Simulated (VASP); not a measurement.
## TaN: single point with PBEsol

Crystal: TaN.

```
Ta N
1.0
     0.00000    2.16438    2.16438
     2.16438    0.00000    2.16438
     2.16438    2.16438    0.00000
Ta N
1 1
Direct
  0.50000 0.50000 0.50000
  0.00000 0.00000 0.00000
```

```
Program             : VASP 6.6.1
Task                : single point
Functional          : PBEsol
Potentials or basis : VASP PAW PBE potentials, release 64 (Ta_pv, N)
Cutoff              : 600 eV
k mesh              : 11 × 11 × 11
Occupations         : methfessel-paxton, width 0.15 eV
Spin                : no spin polarisation
```

```
Pressure               : 13.5 GPa
Band gap on the k mesh : zero (band 8 reaches 11.73 eV, above the bottom of band 9 at 7.66 eV)
```

Levels at points of the mesh, in eV from the Fermi level:
```tsv
k point	band 4	band 5	band 6	band 7	band 8	band 9	band 10	band 11	band 12	band 13
(0.00, 0.00, 0.00)	-19.25	-3.98	-3.98	-3.98	-2.32	-2.32	-2.32	-0.02	-0.02	1.91
```

It used 13 s of CPU time on 1 thread of Intel Xeon 6975P-C, with other jobs on the host.

Caveat: the PAW data sets were made with another functional, which shifts forces and pressure a little; spin-orbit coupling is left out, which moves the levels of the heavy elements.
